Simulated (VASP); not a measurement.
# BaS (Fm-3m) in VASP: notebook

The runs below take BaS through single point, with HSE06.

Program: VASP 6.6.1. These are calculated values, not measurements. Logs are shortened: lines on timing, memory, paths and dates and some standing lists are left out, and cuts for length are marked.

## 1. The cell of the first run

The structure is cubic, space group Fm-3m (No. 225). The conventional cell has a = 6.301 Å, b = 6.301 Å, c = 6.301 Å, α = 90.00°, β = 90.00°, γ = 90.00°. Ba (site symmetry m-3m) has 6 S at 3.15 Å within 4.1 Å. S (site symmetry m-3m) has 6 Ba at 3.15 Å within 4.1 Å.

## 2. Single point, HSE06

Input file POSCAR:

```
BaS
1.0
    0.0000000000      3.1505859250      3.1505859250
    3.1505859250      0.0000000000      3.1505859250
    3.1505859250      3.1505859250      0.0000000000
Ba S
1 1
Direct
    0.0000000000      0.0000000000      0.0000000000
    0.5000000000      0.5000000000      0.5000000000
```

Input file INCAR.step1:

```
PREC = Accurate ; ENCUT = 520
EDIFF = 1E-5 ; ISMEAR = -1
SIGMA = 0.05 ; LREAL = False
LASPH = True ; NELM = 60
ALGO = Normal ; ISIF = 2
LWAVE = True ; GGA = PE
NBANDS = 15
```

Input file INCAR.step2:

```
PREC = Accurate ; ENCUT = 520
EDIFF = 1E-6 ; ISMEAR = -1
SIGMA = 0.05 ; LREAL = False
LASPH = True ; NELM = 60
ALGO = Normal ; ISIF = 2
LWAVE = False ; LCHARG = True
GGA = PE ; LHFCALC = True
HFSCREEN = 0.2079 ; PRECFOCK = Normal
LELF = True ; LVHAR = True
ISTART = 1 ; NBANDS = 15
```

Input file KPOINTS:

```
Automatic mesh
0
Gamma
  4 4 4
```

Potentials or basis: VASP PAW PBE potentials, release 64 (Ba_sv, S).

Command:

```bash
$ cat potpaw_PBE.64/Ba_sv/POTCAR potpaw_PBE.64/S/POTCAR > POTCAR
$ cp INCAR.step1 INCAR
$ mpirun -np 1 vasp_std > vasp.out
$ cp INCAR.step2 INCAR
$ mpirun -np 1 vasp_std > vasp.out
```

OUTCAR:

```text
PREC = Accurate
   ENCUT = 520
   EDIFF = 1E-6
   ISMEAR = -1
   LREAL = False
   LASPH = True
   NELM = 60
   ISIF = 2
   GGA = PE
   LHFCALC = True
   HFSCREEN = 0.2079
   PRECFOCK = Normal
   ISTART = 1

 ion  position               nearest neighbor table
   1  0.000  0.000  0.000-   2 3.15   2 3.15   2 3.15   2 3.15   2 3.15   2 3.15
   2  0.500  0.500  0.500-   1 3.15   1 3.15   1 3.15   1 3.15   1 3.15   1 3.15

  LATTYP: Found a face centered cubic cell.
 ALAT       =     6.3011718500

  Lattice vectors:

 A1 = (   0.0000000000,   3.1505859250,   3.1505859250)
 A2 = (   3.1505859250,   0.0000000000,   3.1505859250)
 A3 = (   3.1505859250,   3.1505859250,   0.0000000000)

Analysis of symmetry for initial positions (statically):
=====================================================================
 Subroutine PRICEL returns:
 Original cell was already a primitive cell.

 Routine SETGRP: Setting up the symmetry group for a
 face centered cubic supercell.

 Subroutine GETGRP returns: Found 48 space group operations
 (whereof 48 operations were pure point group operations)
 out of a pool of 48 trial point group operations.

The static configuration has the point symmetry O_h .

Analysis of symmetry for dynamics (positions and initial velocities):
=====================================================================
 Subroutine PRICEL returns:
 Original cell was already a primitive cell.

 Routine SETGRP: Setting up the symmetry group for a
 face centered cubic supercell.

 Subroutine GETGRP returns: Found 48 space group operations
 (whereof 48 operations were pure point group operations)
 out of a pool of 48 trial point group operations.

The dynamic configuration has the point symmetry O_h .

 Subroutine INISYM returns: Found 48 space group operations
 (whereof 48 operations are pure point group operations),
 and found     1 'primitive' translations

----------------------------------------------------------------------------------------

                                     Primitive cell

  volume of cell :      62.5466

  direct lattice vectors                    reciprocal lattice vectors
     0.000000000  3.150585925  3.150585925    -0.158700639  0.158700639  0.158700639
     3.150585925  0.000000000  3.150585925     0.158700639 -0.158700639  0.158700639
     3.150585925  3.150585925  0.000000000     0.158700639  0.158700639 -0.158700639

  length of vectors
     4.455601345  4.455601345  4.455601345     0.274877570  0.274877570  0.274877570

  position of ions in fractional coordinates (direct lattice)
     0.000000000  0.000000000  0.000000000
     0.500000000  0.500000000  0.500000000

  ion indices of the primitive-cell ions
   primitive index   ion index
                 1           1
                 2           2

----------------------------------------------------------------------------------------

 KPOINTS: Automatic mesh

Automatic generation of k-mesh.
 Grid dimensions read from file:
 generate k-points for:    4    4    4

 Generating k-lattice:

  Cartesian coordinates                     Fractional coordinates (reciprocal lattice)
    -0.039675160  0.039675160  0.039675160     0.250000000  0.000000000  0.000000000
     0.039675160 -0.039675160  0.039675160     0.000000000  0.250000000  0.000000000
     0.039675160  0.039675160 -0.039675160     0.000000000  0.000000000  0.250000000

  Length of vectors
     0.068719393  0.068719393  0.068719393

  Shift w.r.t. Gamma in fractional coordinates (k-lattice)
     0.000000000  0.000000000  0.000000000

 Subroutine IBZKPT returns following result:
 ===========================================

 Found      8 irreducible k-points:

 Following reciprocal coordinates:
            Coordinates               Weight
  0.000000  0.000000  0.000000      1.000000
  0.250000  0.000000  0.000000      8.000000
  0.500000  0.000000  0.000000      4.000000
  0.250000  0.250000  0.000000      6.000000
  0.500000  0.250000  0.000000     24.000000
 -0.250000  0.250000  0.000000     12.000000
  0.500000  0.500000  0.000000      3.000000
 -0.250000  0.500000  0.250000      6.000000
   k-points           NKPTS =      8   k-points in BZ     NKDIM =     64   number of bands    NBANDS=     15
   number of dos      NEDOS =    301   number of ions     NIONS =      2
   total plane-waves  NPLWV =  46656
   dimension x,y,z NGX =    36 NGY =   36 NGZ =   36
   dimension x,y,z NGXF=    72 NGYF=   72 NGZF=   72
   ions per type =               1   1
   NGX,Y,Z   is equivalent  to a cutoff of  13.43, 13.43, 13.43 a.u.
   NGXF,Y,Z  is equivalent  to a cutoff of  26.86, 26.86, 26.86 a.u.
 SYSTEM =  unknown system
   PREC   = accura    normal or accurate (medium, high low for compatibility)
   ISTART =      1    job   : 0-new  1-cont  2-samecut
   ICHARG =      0    charge: 1-file 2-atom 10-const
   ISPIN  =      1    spin polarized calculation?
   LNONCOLLINEAR =      F non collinear calculations
[... 27 lines left out ...]
  Thomas-Fermi vector in A             =   2.173755
   LORBIT       =      0    0 simple, 1 ext, 2 COOP (PROOUT), +10 PAW based schemes
   GGA     = PE    functional components
   LHFCALC =     T    Hartree Fock is set to
   PRECFOCK=normal    Normal, Fast or Accurate (Low or Medium for compatibility)
   ENCUT4O =  -1.0   cutoff for four orbital integrals eV
   NKREDX  =     1    reduce k-point grid by
   NKREDY  =     1    reduce k-point grid by
   NKREDZ  =     1    reduce k-point grid by
   AEXX    =    0.2500 exact exchange contribution
   HFSCREEN=    0.2079 screening length (either q_TF or 0.3 A-1)
   HFSCREENC=   0.2079 screening length for correlation (either q_TF or 0.3 A-1)
   ENCUTFOCK=  -1.0 apply spherical cutoff to Coloumb kernel
   IVDW    =     0    specifies the selected vdW correction
   LEPSILON=     F    determine dielectric tensor
   LRPA    =     F    only Hartree local field effects (RPA)
 non-spin polarized calculation
  energy-cutoff  :      520.00
  volume of cell :       62.55
 maximum number of plane-waves:      1708
 NGX is ok and might be reduce to    36
  NGX = 28; NGY = 28; NGZ = 28

 number of electron      15.9999998 magnetization

 Free energy of the ion-electron system (eV)
  ---------------------------------------------------
  ext. energy  EPLUGINS =         0.00000000
  ---------------------------------------------------
  free energy    TOTEN  =       -11.50668062 eV

  energy without entropy =      -11.50668062  energy(sigma->0) =      -11.50668062

 E-fermi :   2.1679     XC(G=0):  -7.3384

 val. band max:        1.0124319106   @ k =   0.0000   0.0000   0.0000
 cond. band min:       3.9556055008   @ k =   0.5000   0.5000   0.0000
 fundamental gap:      2.9431735901
 Fermi energy:         2.1679033961

 k-point     1 :       0.0000    0.0000    0.0000
  band No.  band energies     occupation
      1     -26.6732      2.00000
      2     -10.6644      2.00000
      3     -10.6644      2.00000
      4     -10.6644      2.00000
      5     -10.4915      2.00000
      6       1.0124      2.00000
      7       1.0124      2.00000
      8       1.0124      2.00000
      9       5.8151      0.00000
     10       5.9307      0.00000
     11       5.9307      0.00000
     12       5.9307      0.00000
     13       6.9238      0.00000
     14       6.9238      0.00000
     15      10.8531      0.00000

 k-point     2 :       0.2500    0.0000    0.0000
  band No.  band energies     occupation
      1     -26.6422      2.00000
      2     -11.7962      2.00000
      3     -10.6826      2.00000
      4     -10.6826      2.00000
      5      -9.2933      2.00000
      6      -0.2438      2.00000
      7       0.3034      2.00000
      8       0.3034      2.00000
      9       6.1684      0.00000
     10       6.9195      0.00000
     11       6.9195      0.00000
     12       7.7140      0.00000
     13       8.7196      0.00000
     14       8.7196      0.00000
     15      13.0301      0.00000
[... 77 lines left out ...]
      3     -10.9082      2.00000
      4     -10.9082      2.00000
      5     -10.3936      2.00000
      6       0.4764      2.00000
      7       0.8815      2.00000
      8       0.8815      2.00000
      9       3.9556      0.00000
     10       8.2164      0.00000
     11       8.4753      0.00000
     12      10.0606      0.00000
     13      10.0606      0.00000
     14      10.1211      0.00000
     15      11.0018      0.00000

 k-point     8 :      -0.2500    0.5000    0.2500
  band No.  band energies     occupation
      1     -26.5923      2.00000
      2     -11.5406      2.00000
      3     -11.0990      2.00000
      4     -11.0990      2.00000
      5      -9.4923      2.00000
      6      -0.2617      2.00000
      7       0.5092      2.00000
      8       0.5092      2.00000
      9       6.3749      0.00000
     10       6.3749      0.00000
     11       8.7438      0.00000
     12       9.2671      0.00000
     13      10.0931      0.00000
     14      12.3393      0.00000
     15      13.2628      0.00000

------------------------ aborting loop because EDIFF is reached ----------------------------------------

  FORCE on cell =-STRESS in cart. coord.  units (eV):
  Direction    XX          YY          ZZ          XY          YZ          ZX
  --------------------------------------------------------------------------------------
  -------------------------------------------------------------------------------------
  Total        1.2364109      1.2364109      1.2364109      0.0000000      0.0000000     -0.0000000
  in kB       31.6715585     31.6715585     31.6715585      0.0000000      0.0000000     -0.0000000
  external PRESSURE =      31.6715585 kB  Pullay stress =       0.0000000 kB

 VOLUME and BASIS-vectors are now :
 -----------------------------------------------------------------------------
  energy-cutoff  :      520.00
  volume of cell :       62.55
      direct lattice vectors                 reciprocal lattice vectors
     0.000000000  3.150585925  3.150585925    -0.158700639  0.158700639  0.158700639
     3.150585925  0.000000000  3.150585925     0.158700639 -0.158700639  0.158700639
     3.150585925  3.150585925  0.000000000     0.158700639  0.158700639 -0.158700639

 POSITION                                       TOTAL-FORCE (eV/Angst)
 -----------------------------------------------------------------------------------
      0.00000      0.00000      0.00000         0.000000      0.000000      0.000000
      3.15059      3.15059      3.15059        -0.000000     -0.000000     -0.000000
 -----------------------------------------------------------------------------------
    total drift:                                0.000000      0.000000      0.000000

  FREE ENERGIE OF THE ION-ELECTRON SYSTEM (eV)
  ---------------------------------------------------
  free  energy   TOTEN  =       -11.5066806172 eV

  energy  without entropy=      -11.5066806172  energy(sigma->0) =      -11.50668062
```

Run time: 8.3 min. Hardware: 1 thread of Intel Xeon Platinum 8375C at 2.90GHz (Ice Lake), shared host; peak memory 0.31 GiB.

Results:

- Free energy: -11.5067 eV
- Pressure: 3.2 GPa
- Band gap on the k mesh: 2.94 eV (least direct gap 3.07 eV)

Caveat: the k points lie up to 0.43 Å⁻¹ apart; the PAW data sets were made with another functional, which shifts forces and pressure a little; spin-orbit coupling is left out, which moves the levels of the heavy elements. A k mesh can miss the band edges.

## 3. Single point, HSE06

This run uses another cell than the first one, of 31.92 Å³/atom.

Input file POSCAR:

```
BaS
1.0
    0.0000000000      3.1723147904      3.1723147904
    3.1723147904      0.0000000000      3.1723147904
    3.1723147904      3.1723147904      0.0000000000
Ba S
1 1
Direct
    0.0000000000      0.0000000000      0.0000000000
    0.5000000000      0.5000000000      0.5000000000
```

Input file INCAR.step1:

```
SYSTEM = BaS
ALGO = Normal ; EDIFF = 1E-5
ENCUT = 520 ; GGA = PE
ISIF = 2 ; ISMEAR = -1
LASPH = .True. ; LCHARG = .False.
LREAL = .False. ; LWAVE = .True.
NBANDS = 15 ; NELM = 80
PREC = Accurate ; SIGMA = 0.05
```

Input file INCAR.step2:

```
SYSTEM = BaS
ALGO = Normal ; EDIFF = 1E-7
ENCUT = 520 ; GGA = PE
HFSCREEN = 0.2079 ; ISIF = 2
ISMEAR = -1 ; ISTART = 1
LASPH = .True. ; LCHARG = .False.
LHFCALC = .True. ; LREAL = .False.
LWAVE = .False. ; NBANDS = 15
NELM = 80 ; PREC = Accurate
PRECFOCK = Normal ; SIGMA = 0.05
```

Input file KPOINTS:

```
k-points
0
Gamma
  4 4 4
  0 0 0
```

Potentials or basis: VASP PAW PBE potentials, release 64 (Ba_sv, S).

Command:

```bash
$ cat potpaw_PBE.64/Ba_sv/POTCAR potpaw_PBE.64/S/POTCAR > POTCAR
$ cp INCAR.step1 INCAR
$ mpirun -np 1 vasp_std > vasp.out
$ cp INCAR.step2 INCAR
$ mpirun -np 1 vasp_std > vasp.out
```

Wall time 8.8 min (1 thread of Intel Xeon Platinum 8375C at 2.90GHz (Ice Lake), shared host); peak memory 0.31 GiB.

Results (log left out):

- Free energy: -11.5279 eV
- Pressure: 2.0 GPa
- Band gap on the k mesh: 2.98 eV (least direct gap 3.13 eV)

Levels at points of the mesh, in eV from the valence-band top:
```tsv
k point	band 5	band 6	band 7	band 8	band 9	band 10	band 11	band 12
(0.00, 0.00, 0.00)	-11.47	0.00	0.00	0.00	4.69	4.92	4.92	4.92
(0.50, 0.00, 0.00)	-9.81	-2.12	-1.20	-1.20	6.72	6.78	7.64	7.64
(0.50, 0.50, 0.00)	-11.37	-0.57	-0.14	-0.14	2.98	7.15	7.33	8.93
```

Caveat: the k points lie up to 0.43 Å⁻¹ apart; the PAW data sets were made with another functional, which shifts forces and pressure a little; spin-orbit coupling is left out, which moves the levels of the heavy elements. A k mesh can miss the band edges.

## 4. Single point, HSE06

This run uses another cell than the first one, of 32.58 Å³/atom.

Input file POSCAR:

```
BaS
1.0
    0.0000000000      3.1937500000      3.1937500000
    3.1937500000      0.0000000000      3.1937500000
    3.1937500000      3.1937500000      0.0000000000
Ba S
1 1
Direct
    0.0000000000      0.0000000000      0.0000000000
    0.5000000000      0.5000000000      0.5000000000
```

Input file INCAR.step1:

```
SYSTEM = BaS
ALGO = Normal
EDIFF = 1E-5
ENCUT = 520
GGA = PE
ISIF = 2
ISMEAR = -1
LASPH = .TRUE.
LREAL = .FALSE.
LWAVE = .TRUE.
NBANDS = 15
NELM = 100
PREC = Accurate
SIGMA = 0.05
```

Input file INCAR.step2:

```
SYSTEM = BaS
ALGO = Normal
EDIFF = 1E-7
ENCUT = 520
GGA = PE
HFSCREEN = 0.2079
ISIF = 2
ISMEAR = -1
ISTART = 1
LASPH = .TRUE.
LCHARG = .TRUE.
LELF = .TRUE.
LHFCALC = .TRUE.
LREAL = .FALSE.
LVHAR = .TRUE.
LWAVE = .FALSE.
NBANDS = 15
NELM = 100
PREC = Accurate
PRECFOCK = Normal
SIGMA = 0.05
```

Input file KPOINTS:

```
k-points
0
G
  4 4 4
  0 0 0
```

Command:

```bash
$ cat potpaw_PBE.64/Ba_sv/POTCAR potpaw_PBE.64/S/POTCAR > POTCAR
$ cp INCAR.step1 INCAR
$ mpirun -np 1 vasp_std > vasp.out
$ cp INCAR.step2 INCAR
$ mpirun -np 1 vasp_std > vasp.out
```

Run time: 9.2 min. Hardware: 1 thread of Intel Xeon Platinum 8375C at 2.90GHz (Ice Lake), shared host; peak memory 0.31 GiB.

Results (log left out):

- Free energy: -11.5403 eV
- Pressure: 1.0 GPa
- Band gap on the k mesh: 3.02 eV (least direct gap 3.18 eV)

Levels at points of the mesh, in eV from the valence-band top:
| k point | band 5 | band 6 | band 7 | band 8 | band 9 | band 10 | band 11 | band 12 |
| --- | --- | --- | --- | --- | --- | --- | --- | --- |
| (0.00, 0.00, 0.00) | -11.43 | 0.00 | 0.00 | 0.00 | 4.58 | 4.92 | 4.92 | 4.92 |
| (0.50, 0.00, 0.00) | -9.89 | -2.07 | -1.15 | -1.15 | 6.65 | 6.71 | 7.55 | 7.55 |
| (0.50, 0.50, 0.00) | -11.33 | -0.59 | -0.16 | -0.16 | 3.02 | 7.10 | 7.20 | 8.82 |

Caveat: the k points lie up to 0.43 Å⁻¹ apart; the PAW data sets were made with another functional, which shifts forces and pressure a little; spin-orbit coupling is left out, which moves the levels of the heavy elements.

## 5. Single point, HSE06

This run uses another cell than the first one, of 33.23 Å³/atom.

Input file POSCAR:

```
BaS
1.0
    0.0000000000      3.2149012787      3.2149012787
    3.2149012787      0.0000000000      3.2149012787
    3.2149012787      3.2149012787      0.0000000000
Ba S
1 1
Direct
    0.0000000000      0.0000000000      0.0000000000
    0.5000000000      0.5000000000      0.5000000000
```

Input file INCAR.step1:

```
SYSTEM = BaS
PREC     = Accurate       ! precision mode
ENCUT    = 520            ! plane-wave cutoff, eV
EDIFF    = 1E-5           ! SCF threshold, eV
ISMEAR   = -1             ! smearing method
SIGMA    = 0.05           ! smearing width, eV
LREAL    = .FALSE.        ! projectors in reciprocal space
LASPH    = .TRUE.         ! aspherical terms in the spheres
NELM     = 100            ! most SCF steps
ALGO     = Normal         ! electronic algorithm
ISIF     = 2              ! what is computed and relaxed
LWAVE    = .TRUE.         ! write WAVECAR
NBANDS   = 15             ! bands
GGA      = PE             ! functional
```

Input file INCAR.step2:

```
SYSTEM = BaS
PREC     = Accurate       ! precision mode
ENCUT    = 520            ! plane-wave cutoff, eV
EDIFF    = 1E-6           ! SCF threshold, eV
ISMEAR   = -1             ! smearing method
SIGMA    = 0.05           ! smearing width, eV
LREAL    = .FALSE.        ! projectors in reciprocal space
LASPH    = .TRUE.         ! aspherical terms in the spheres
NELM     = 100            ! most SCF steps
ALGO     = Normal         ! electronic algorithm
ISIF     = 2              ! what is computed and relaxed
LWAVE    = .FALSE.        ! write WAVECAR
LCHARG   = .TRUE.         ! write CHGCAR
GGA      = PE             ! functional
LHFCALC  = .TRUE.         ! exact exchange
HFSCREEN = 0.2079         ! screening, 1/A
PRECFOCK = Normal       
LELF     = .TRUE.         ! ELF
LVHAR    = .TRUE.       
NBANDS   = 15             ! bands
ISTART   = 1
```

Input file KPOINTS:

```
regular mesh
0
G
  4 4 4
  0 0 0
```

Command:

```bash
$ cat potpaw_PBE.64/Ba_sv/POTCAR potpaw_PBE.64/S/POTCAR > POTCAR
$ cp INCAR.step1 INCAR
$ mpirun -np 1 vasp_std > vasp.out
$ cp INCAR.step2 INCAR
$ mpirun -np 1 vasp_std > vasp.out
```

It took 8.2 min on 1 thread of Intel Xeon Platinum 8375C at 2.90GHz (Ice Lake), shared host; peak memory 0.31 GiB.

It converged, with:

- Free energy: -11.5449 eV
- Pressure: 0.1 GPa
- Band gap on the k mesh: 3.05 eV (least direct gap 3.22 eV)

Levels at points of the mesh, in eV from the valence-band top:
```csv
k point,band 6,band 7,band 8,band 9,band 10,band 11
"(0.00, 0.00, 0.00)",0.00,0.00,0.00,4.48,4.91,4.91
"(0.50, 0.00, 0.00)",-2.02,-1.11,-1.11,6.59,6.63,7.47
"(0.50, 0.50, 0.00)",-0.61,-0.17,-0.17,3.05,7.04,7.07
```

Caveat: the k points lie up to 0.42 Å⁻¹ apart; the PAW data sets were made with another functional, which shifts forces and pressure a little; spin-orbit coupling is left out, which moves the levels of the heavy elements. A k mesh can miss the band edges.

## 6. Summary

| cell | gap on the mesh (eV) | pressure (GPa) |
| --- | --- | --- |
| a = 4.456 Å, angles 60.0°, 2 atoms | 2.94 | 3.2 |
| a = 4.486 Å, angles 60.0°, 2 atoms | 2.98 | 2.0 |
| a = 4.517 Å, angles 60.0°, 2 atoms | 3.02 | 1.0 |
| a = 4.547 Å, angles 60.0°, 2 atoms | 3.05 | 0.1 |

Alike in all rows: task single point; level HSE06; potentials or basis VASP PAW PBE potentials, release 64 (Ba_sv, S); no spin polarisation; k mesh 4 × 4 × 4; cutoff (eV) 520; smearing fermi-dirac 0.05 eV.

Caveats: all runs use coarse meshes; the PAW data sets were made with another functional, which shifts forces and pressure a little; spin-orbit coupling is left out, which moves the levels of the heavy elements.

Absolute energies hang on the potentials; compare differences alone.
